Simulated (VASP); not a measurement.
# HfN (I-4m2) in VASP: notebook

Runs on HfN. Level: LDA. Tasks: single point.

All numbers are computed with VASP 6.6.1; they aren't measurements. Logs are shortened: lines on timing, memory, paths and dates and some standing lists are left out, and cuts for length are marked.

**1. The cell of the first run**

Symmetry: I-4m2, No. 119, tetragonal system. The conventional cell has a = 3.385 Å, b = 3.385 Å, c = 4.910 Å, α = 90.00°, β = 90.00°, γ = 90.00°. Hf (site symmetry -4m2) has 4 N at 2.09 Å within 2.8 Å. Within 2.8 Å of N (site symmetry -4m2) lie 4 Hf at 2.09 Å.

**2. Single point, LDA (strain -0.025 along x and y, +0.000 along z)**

INCAR

```
PREC = Accurate
ENCUT = 520
EDIFF = 1E-7
ISMEAR = 0
SIGMA = 0.15
LREAL = F
LASPH = T
NELM = 60
ALGO = Normal
ISIF = 2
LWAVE = F
LCHARG = T
LELF = T
LVHAR = T
NBANDS = 14
```

KPOINTS

```
Automatic mesh
0
Gamma
  16 16 16
```

POSCAR

```
HfN
1.0
    0.0000000000      2.3934514500      2.4548220000
    2.3934514500      0.0000000000      2.4548220000
    2.3934514500      2.3934514500      0.0000000000
Hf N
1 1
Direct
    0.0000000000      0.0000000000      0.0000000000
    0.7500000000      0.7500000000      0.7500000000
```

Potentials or basis: VASP PAW LDA potentials, release 64 (Hf_pv, N).

Started as:

```console
> cat potpaw_LDA.64/Hf_pv/POTCAR potpaw_LDA.64/N/POTCAR > POTCAR
> mpirun -np 1 vasp_std > vasp.out
```

OUTCAR:

```text
PREC = Accurate
   ENCUT = 520
   EDIFF = 1E-7
   ISMEAR = 0
   LREAL = F
   LASPH = T
   NELM = 60
   ISIF = 2

 ion  position               nearest neighbor table
   1  0.000  0.000  0.000-   2 2.09   2 2.09   2 2.09   2 2.09
   2  0.750  0.750  0.750-   1 2.09   1 2.09   1 2.09   1 2.09

  LATTYP: Found a body centered tetragonal cell.
 ALAT       =     3.3848515015
 C/A-ratio  =     1.4504754486

  Lattice vectors:

 A1 = (  -2.3934514500,   0.0000000000,   2.4548220000)
 A2 = (   2.3934514500,   0.0000000000,   2.4548220000)
 A3 = (   0.0000000000,   2.3934514500,  -2.4548220000)

Analysis of symmetry for initial positions (statically):
=====================================================================
 Subroutine PRICEL returns:
 Original cell was already a primitive cell.

 Routine SETGRP: Setting up the symmetry group for a
 body centered tetragonal supercell.

 Subroutine GETGRP returns: Found  8 space group operations
 (whereof  8 operations were pure point group operations)
 out of a pool of 16 trial point group operations.

The static configuration has the point symmetry D_2d.

Analysis of symmetry for dynamics (positions and initial velocities):
=====================================================================
 Subroutine PRICEL returns:
 Original cell was already a primitive cell.

 Routine SETGRP: Setting up the symmetry group for a
 body centered tetragonal supercell.

 Subroutine GETGRP returns: Found  8 space group operations
 (whereof  8 operations were pure point group operations)
 out of a pool of 16 trial point group operations.

The dynamic configuration has the point symmetry D_2d.

 Subroutine INISYM returns: Found  8 space group operations
 (whereof  8 operations are pure point group operations),
 and found     1 'primitive' translations

----------------------------------------------------------------------------------------

                                     Primitive cell

  volume of cell :      28.1254

  direct lattice vectors                    reciprocal lattice vectors
     0.000000000  2.393451450  2.454822000    -0.208903339  0.208903339  0.203680756
     2.393451450  0.000000000  2.454822000     0.208903339 -0.208903339  0.203680756
     2.393451450  2.393451450  0.000000000     0.208903339  0.208903339 -0.203680756

  length of vectors
     3.428521678  3.428521678  3.384851501     0.358841275  0.358841275  0.358841275

  position of ions in fractional coordinates (direct lattice)
[... 84 lines left out ...]
   NFREE  =      0    steps in history (QN), initial steepest desc. (CG)
   ISIF   =      2    stress and relaxation
   ISYM   =      2    0-nonsym 1-usesym 2-fastsym
   POTIM  = 0.5000    time-step for ionic-motion
   TEBEG  =    0.0;   TEEND  =   0.0 temperature during run
   PSTRESS=    0.0 pullay stress
   NELECT =      15.0000    total number of electrons
   NUPDOWN=      -1.0000    fix difference up-down
   EMIN   =  10.00;   EMAX   =-10.00  energy-range for DOS
   EFERMI =   0.00;   METHOD = LEGACY
   ISMEAR =     0;   SIGMA  =   0.15  broadening in eV -4-tet -1-fermi 0-gaus
   EFERMI_NEDOS =   21; number of points for ismear=-14 and -15
   IALGO  =     38    algorithm
   IMIX   =      4    mixing-type and parameters
     AMIX     =   0.40;   BMIX     =  1.00
     AMIX_MAG =   1.60;   BMIX_MAG =  1.00
  volume/ion in A,a.u.               =      14.06        94.90
  Fermi-wavevector in a.u.,A,eV,Ry     =   1.327615  2.508829 23.981108  1.762562
  Thomas-Fermi vector in A             =   2.456914
   LORBIT       =      0    0 simple, 1 ext, 2 COOP (PROOUT), +10 PAW based schemes
   GGA     = CA    functional components
   LHFCALC =     F    Hartree Fock is set to
   AEXX    =    0.0000 exact exchange contribution
   IVDW    =     0    specifies the selected vdW correction
   LEPSILON=     F    determine dielectric tensor
   LRPA    =     F    only Hartree local field effects (RPA)
 non-spin polarized calculation
 Gauss-broadening in eV      SIGMA  =   0.15
  energy-cutoff  :      520.00
  volume of cell :       28.13
 maximum number of plane-waves:       773
 NGX is ok and might be reduce to    28
   NGX = 13   NGY = 13   NGZ = 13

 number of electron      15.0000001 magnetization

 Free energy of the ion-electron system (eV)
  ---------------------------------------------------
  ext. energy  EPLUGINS =         0.00000000
  ---------------------------------------------------
  free energy    TOTEN  =       -23.05962460 eV

  energy without entropy =      -23.05300118  energy(sigma->0) =      -23.05631289

 E-fermi :   5.9789     XC(G=0): -11.7474

 val. band max:        5.9745431841   @ k =   0.2500   0.1875   0.0000
 cond. band min:       5.9992200765   @ k =   0.3750   0.1875   0.0000
 fundamental gap:      0.0246768924
 Fermi energy:         5.9789209535

 k-point     1 :       0.0000    0.0000    0.0000
  band No.  band energies     occupation
      1     -24.7877      2.00000
      2     -24.7870      2.00000
      3     -24.7870      2.00000
      4     -10.1971      2.00000
      5       0.2410      2.00000
      6       0.3127      2.00000
      7       0.3127      2.00000
      8       5.4711      2.00000
      9       8.0440      0.00000
     10       8.3845      0.00000
     11      12.5491      0.00000
     12      12.9878      0.00000
     13      12.9878      0.00000
     14      17.5991      0.00000
[... 377 lines left out ...]
      1     -24.8474      2.00000
      2     -24.8027      2.00000
      3     -24.7906      2.00000
      4     -10.0551      2.00000
      5       0.0681      2.00000
      6       0.3585      2.00000
      7       0.3835      2.00000
      8       6.0283      0.64174
      9       8.0392      0.00000
     10       8.0518      0.00000
     11      12.6415      0.00000
     12      12.7876      0.00000
     13      13.3470      0.00000
     14      17.5940      0.00000

 [... further k-points ...]
[... 5 lines left out ...]
  --------------------------------------------------------------------------------------
  -------------------------------------------------------------------------------------
  Total        0.2467920      0.2467920     -0.4717660      0.0000000      0.0000000      0.0000000
  in kB       14.0586121     14.0586121    -26.8743496      0.0000000      0.0000000      0.0000000
  external PRESSURE =       0.4142915 kB  Pullay stress =       0.0000000 kB

 VOLUME and BASIS-vectors are now :
 -----------------------------------------------------------------------------
  energy-cutoff  :      520.00
  volume of cell :       28.13
      direct lattice vectors                 reciprocal lattice vectors
     0.000000000  2.393451450  2.454822000    -0.208903339  0.208903339  0.203680756
     2.393451450  0.000000000  2.454822000     0.208903339 -0.208903339  0.203680756
     2.393451450  2.393451450  0.000000000     0.208903339  0.208903339 -0.203680756

 POSITION                                       TOTAL-FORCE (eV/Angst)
 -----------------------------------------------------------------------------------
      0.00000      0.00000      0.00000         0.000000      0.000000     -0.000000
      3.59018      3.59018      3.68223         0.000000      0.000000      0.000000
 -----------------------------------------------------------------------------------
    total drift:                                0.000000      0.000000      0.000000

  FREE ENERGIE OF THE ION-ELECTRON SYSTEM (eV)
  ---------------------------------------------------
  free  energy   TOTEN  =       -23.0596245958 eV

  energy  without entropy=      -23.0530011845  energy(sigma->0) =      -23.05631289
```

OSZICAR:

```text
N       E                     dE             d eps       ncg     rms          rms(c)
DAV:   1     0.391071291608E+02    0.39107E+02   -0.77129E+03  9804   0.981E+02
DAV:   2    -0.244157032905E+02   -0.63523E+02   -0.59545E+02 12970   0.226E+02
DAV:   3    -0.266311623630E+02   -0.22155E+01   -0.22071E+01 11538   0.346E+01
DAV:   4    -0.266423229251E+02   -0.11161E-01   -0.11159E-01 11518   0.296E+00
DAV:   5    -0.266424370894E+02   -0.11416E-03   -0.11416E-03 11636   0.262E-01    0.599E+01
DAV:   6    -0.232404557600E+02    0.34020E+01   -0.12672E+01 10042   0.248E+01    0.431E+01
DAV:   7    -0.230960538060E+02    0.14440E+00   -0.66633E-01 10756   0.630E+00    0.258E+01
DAV:   8    -0.230650918041E+02    0.30962E-01   -0.92029E-02 11998   0.266E+00    0.585E+00
DAV:   9    -0.230598270298E+02    0.52648E-02   -0.15737E-02 11308   0.930E-01    0.166E+00
DAV:  10    -0.230596709101E+02    0.15612E-03   -0.11946E-03 11896   0.306E-01    0.357E-01
DAV:  11    -0.230596255477E+02    0.45362E-04   -0.13268E-04 11650   0.102E-01    0.545E-02
DAV:  12    -0.230596247056E+02    0.84210E-06   -0.15473E-05 12742   0.307E-02    0.240E-02
DAV:  13    -0.230596245999E+02    0.10566E-06   -0.39993E-07 11236   0.578E-03    0.109E-02
DAV:  14    -0.230596245958E+02    0.40679E-08   -0.42792E-08  7196   0.173E-03
   1 F= -.23059625E+02 E0= -.23056313E+02  d E =-.662341E-02
```

Run time: 3.7 min. Hardware: 1 thread of Intel Xeon 8259CL, shared host; peak memory 0.26 GiB.

What came out:

```
Free energy            : -23.0596 eV
Pressure               : 0.0 GPa
Band gap on the k mesh : zero (an odd number of electrons rules out a gap without spin polarisation)
```

Stress tensor (GPa, compression positive):
```
 1.41  0.00  0.00
 0.00  1.41  0.00
 0.00  0.00 -2.69
```

Levels at points of the mesh, in eV from the Fermi level:
| k point | band 4 | band 5 | band 6 | band 7 | band 8 | band 9 | band 10 | band 11 | band 12 | band 13 |
| --- | --- | --- | --- | --- | --- | --- | --- | --- | --- | --- |
| (0.00, 0.00, 0.00) | -16.18 | -5.74 | -5.67 | -5.67 | -0.51 | 2.07 | 2.41 | 6.57 | 7.01 | 7.01 |
| (0.50, 0.00, 0.00) | -14.95 | -5.77 | -5.13 | -4.99 | 1.62 | 2.76 | 2.83 | 4.41 | 5.51 | 5.54 |
| (0.50, 0.50, 0.00) | -14.50 | -7.23 | -3.58 | -3.58 | -1.25 | 2.19 | 4.19 | 4.87 | 4.87 | 10.28 |
| (0.50, 0.00, 0.50) | -14.54 | -7.18 | -3.70 | -3.61 | -1.07 | 2.24 | 4.19 | 4.86 | 4.93 | 10.80 |

Caveat: the cell differs from its parent crystal (strain -0.025 along x and y, +0.000 along z); spin-orbit coupling is left out, which moves the levels of the heavy elements.

**3. Single point, LDA (strain +0.000 along x and y, -0.025 along z)**

INCAR

```
  ALGO = Normal
  EDIFF = 1E-6
  ENCUT = 520
  GGA = CA
  ISIF = 2
  ISMEAR = 0
  LASPH = True
  LCHARG = True
  LELF = True
  LREAL = False
  LVHAR = True
  LWAVE = False
  NBANDS = 14
  NELM = 60
  PREC = Accurate
  SIGMA = 0.15
```

KPOINTS

```
k-points
0
Gamma
  16 16 16
```

POSCAR

```
HfN
1.0
    0.0000000000      2.4548220000      2.3934514500
    2.4548220000      0.0000000000      2.3934514500
    2.4548220000      2.4548220000      0.0000000000
Hf N
1 1
Direct
    0.0000000000      0.0000000000      0.0000000000
    0.7500000000      0.7500000000      0.7500000000
```

Potentials or basis: VASP PAW LDA potentials, release 64 (Hf_pv, N).

Started as:

```console
> cat potpaw_LDA.64/Hf_pv/POTCAR potpaw_LDA.64/N/POTCAR > POTCAR
> mpirun -np 1 vasp_std > vasp.out
```

It took 3.3 min on 1 thread of Intel Xeon 8259CL, shared host; peak memory 0.27 GiB.

It converged, with:

```
Free energy            : -23.0484 eV
Pressure               : -5.2 GPa
Band gap on the k mesh : zero (an odd number of electrons rules out a gap without spin polarisation)
```

Stress tensor (GPa, compression positive):
```
-6.51  0.00  0.00
 0.00 -6.51  0.00
 0.00  0.00 -2.73
```

Levels at points of the mesh, in eV from the Fermi level:
```tsv
k point	band 4	band 5	band 6	band 7	band 8	band 9	band 10	band 11	band 12	band 13
(0.00, 0.00, 0.00)	-16.05	-5.59	-5.59	-5.53	-0.57	2.01	2.34	6.56	6.56	6.97
(0.50, 0.00, 0.00)	-14.88	-5.73	-5.03	-4.90	1.57	2.70	2.73	4.31	5.36	5.38
(0.50, 0.50, 0.00)	-14.50	-7.02	-3.65	-3.65	-1.01	2.21	4.02	4.75	4.75	10.66
(0.50, 0.00, 0.50)	-14.46	-7.07	-3.63	-3.54	-1.18	2.12	4.06	4.71	4.76	10.14
```

Caveat: the cell differs from its parent crystal (strain +0.000 along x and y, -0.025 along z); the cell stands under tension; spin-orbit coupling is left out, which moves the levels of the heavy elements.

**4. Single point, LDA (strain -0.025 along x and y, +0.025 along z)**

INCAR

```
SYSTEM = HfN
  ALGO = Normal
  EDIFF = 1E-7
  ENCUT = 520
  ISIF = 2
  ISMEAR = 0
  LASPH = .TRUE.
  LCHARG = .FALSE.
  LREAL = .FALSE.
  LWAVE = .FALSE.
  NBANDS = 14
  NELM = 80
  PREC = Accurate
  SIGMA = 0.15
```

KPOINTS

```
k-points
0
G
  16 16 16
  0 0 0
```

POSCAR

```
HfN
1.0
    0.0000000000      2.3934514500      2.5161925500
    2.3934514500      0.0000000000      2.5161925500
    2.3934514500      2.3934514500      0.0000000000
Hf N
1 1
Direct
    0.0000000000      0.0000000000      0.0000000000
    0.7500000000      0.7500000000      0.7500000000
```

Started as:

```console
> cat potpaw_LDA.64/Hf_pv/POTCAR potpaw_LDA.64/N/POTCAR > POTCAR
> mpirun -np 1 vasp_std > vasp.out
```

It took 3.5 min on 1 thread of Intel Xeon 8259CL, shared host; peak memory 0.26 GiB.

Results (log left out):

| Quantity | Value |
| --- | --- |
| Free energy | -23.0302 eV |
| Pressure | -5.2 GPa |
| Band gap on the k mesh | zero (an odd number of electrons rules out a gap without spin polarisation) |

Stress tensor (GPa, compression positive):
```
 -2.44   0.00   0.00
  0.00  -2.44   0.00
  0.00   0.00 -10.79
```

Levels at points of the mesh, in eV from the Fermi level:
```csv
k point,band 4,band 5,band 6,band 7,band 8,band 9,band 10,band 11,band 12,band 13
"(0.00, 0.00, 0.00)",-16.05,-5.66,-5.52,-5.52,-0.59,1.85,2.49,6.12,6.96,6.96
"(0.50, 0.00, 0.00)",-14.88,-5.74,-5.10,-4.83,1.54,2.65,2.79,4.25,5.36,5.45
"(0.50, 0.50, 0.00)",-14.43,-7.13,-3.51,-3.51,-1.34,2.06,4.06,4.70,4.70,9.65
"(0.50, 0.00, 0.50)",-14.50,-7.03,-3.75,-3.58,-1.01,2.09,4.12,4.69,4.83,10.66
```

Caveat: the cell differs from its parent crystal (strain -0.025 along x and y, +0.025 along z); the stress differs along the axes, from -11 to -2 GPa; spin-orbit coupling is left out, which moves the levels of the heavy elements.

**5. Single point, LDA (strain +0.000 along x and y, +0.025 along z)**

INCAR

```
SYSTEM = HfN
PREC = Accurate
ENCUT = 520
EDIFF = 1E-7
ISMEAR = 0
SIGMA = 0.15
LREAL = .FALSE.
LASPH = .TRUE.
NELM = 100
ALGO = Normal
ISIF = 2
LWAVE = .FALSE.
LCHARG = .TRUE.
GGA = CA
LELF = .TRUE.
LVHAR = .TRUE.
NBANDS = 14
```

KPOINTS

```
regular mesh
0
G
  16 16 16
  0 0 0
```

POSCAR

```
HfN
1.0
    0.0000000000      2.4548220000      2.5161925500
    2.4548220000      0.0000000000      2.5161925500
    2.4548220000      2.4548220000      0.0000000000
Hf N
1 1
Direct
    0.0000000000      0.0000000000      0.0000000000
    0.7500000000      0.7500000000      0.7500000000
```

Started as:

```console
> cat potpaw_LDA.64/Hf_pv/POTCAR potpaw_LDA.64/N/POTCAR > POTCAR
> mpirun -np 1 vasp_std > vasp.out
```

Run time: 4.1 min. Hardware: 1 thread of Intel Xeon 8259CL, shared host; peak memory 0.27 GiB.

It converged, with:

```yaml
Free_energy: -22.9579 eV
Pressure: -14.1 GPa
Band_gap_on_the_k_mesh: zero (an odd number of electrons rules out a gap without spin polarisation)
```

Stress tensor (GPa, compression positive):
```
-12.80   0.00   0.00
  0.00 -12.80   0.00
  0.00   0.00 -16.78
```

Levels at points of the mesh, in eV from the Fermi level:
```csv
k point,band 4,band 5,band 6,band 7,band 8,band 9,band 10,band 11,band 12,band 13
"(0.00, 0.00, 0.00)",-15.79,-5.38,-5.31,-5.31,-0.69,1.91,2.20,6.12,6.50,6.50
"(0.50, 0.00, 0.00)",-14.73,-5.62,-4.84,-4.71,1.48,2.53,2.58,4.12,5.06,5.07
"(0.50, 0.50, 0.00)",-14.35,-6.82,-3.50,-3.50,-1.19,1.98,3.79,4.45,4.45,9.40
"(0.50, 0.00, 0.50)",-14.37,-6.76,-3.61,-3.53,-1.04,2.02,3.79,4.44,4.49,9.87
```

Caveat: the cell differs from its parent crystal (strain +0.000 along x and y, +0.025 along z); the cell stands under tension; spin-orbit coupling is left out, which moves the levels of the heavy elements.

**6. Overview**

| cell | gap on the mesh (eV) | pressure (GPa) |
| --- | --- | --- |
| a = 3.429, b = 3.429, c = 3.385 Å, angles 60.4, 60.4, 59.2°, 2 atoms | none | 0.0 |
| a = 3.429, b = 3.429, c = 3.472 Å, angles 59.6, 59.6, 60.8°, 2 atoms | none | -5.2 |
| a = 3.473, b = 3.473, c = 3.385 Å, angles 60.8, 60.8, 58.3°, 2 atoms | none | -5.2 |
| a = 3.515, b = 3.515, c = 3.472 Å, angles 60.4, 60.4, 59.2°, 2 atoms | none | -14.1 |

Alike in all rows: task single point; level LDA; potentials or basis VASP PAW LDA potentials, release 64 (Hf_pv, N); no spin polarisation; k mesh 16 × 16 × 16; cutoff (eV) 520; smearing gaussian 0.15 eV.

Caveats: spin-orbit coupling is left out, which moves the levels of the heavy elements; the cell stands under tension (at least some runs); the stress differs along the axes, from -11 to -2 GPa (at least some runs).

Total energies depend on the potentials used, so only differences within one code and one set of settings carry meaning.

The gap in the log of VASP goes by the Fermi energy; the results here count the filled bands.